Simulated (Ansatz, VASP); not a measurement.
## LuSc: VASP beside Ansatz

```
Lu Sc
1.0
     3.41927    0.00000    0.00000
    -1.70964    2.96118    0.00000
     0.00000    0.00000    5.30401
Lu Sc
1 1
Cartesian
  1.7096 0.9871 0.0000
  0.0000 0.0000 2.6520
```

Alike in both runs: functional PBE; k mesh 18 × 18 × 8; occupations gaussian, width 0.1 eV; no spin polarisation.

Ansatz relaxed the structure, and its values are those at the end. VASP's run is a single point on that final structure, the one shown.

|  | VASP | Ansatz |
| --- | --- | --- |
| version | VASP 6.6.1 | Ansatz 0.2.0 |
| potentials or method | VASP PAW PBE potentials, release 64 (Lu, Sc_sv), cutoff 520 eV | scalar-relativistic, plane waves, PAW |
| valence electrons in the cell | 36 | 36 |

```csv
,VASP,Ansatz,Ansatz less VASP
gap on the k mesh at the Fermi level (eV),none,none,-
pressure (GPa),0.1,0.0,-0.13
```

A gap of «none» marks a metal or a gap that the smearing closes.

Neither program's run includes spin-orbit coupling.
